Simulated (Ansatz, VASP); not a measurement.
# Ir: VASP beside Ansatz

```xyz
2
Lattice="2.7514 0.0257 0.0000 -1.3534 2.3699 0.0000 0.0000 0.0000 4.4623" Properties=species:S:1:pos:R:3 pbc="T T T"
Ir    1.3831    0.8071    3.3467
Ir    0.0149    1.5885    1.1156
```

Change from the starting cell: strain +0.0187 x Voigt [0, 0, 0, 0, 0, 1], atoms carried along.

Alike in both runs: task single point; functional PBEsol; k mesh 18 × 18 × 12; occupations gaussian, width 0.15 eV; no spin polarisation.

|  | VASP | Ansatz |
| --- | --- | --- |
| version | VASP 6.6.1 | Ansatz 0.2.0 |
| potentials or method | VASP PAW PBE potentials, release 64 (Ir), cutoff 520 eV | scalar-relativistic, plane waves, PAW |
| valence electrons in the cell | 18 | 34 |

```csv
,VASP,Ansatz,Ansatz less VASP
gap on the k mesh at the Fermi level (eV),none,none,-
pressure (GPa),-11.6,-12.4,-0.74
"traceless stress, the component that is largest in VASP (GPa)",-3.64,-3.63,+0.004
rms of the force components (eV/Å),0.013,0.013,-0.0006
```

VASP's potentials were made for PBE, not for PBEsol. Atom by atom the forces differ by 0.001 eV/Å (rms over components). A gap of «none» marks a metal or a gap that the smearing closes. VASP's potentials hold 18 valence electrons a cell and Ansatz's 34, so a difference there can come from the potentials and not from the codes.

Spin-orbit coupling is off throughout.
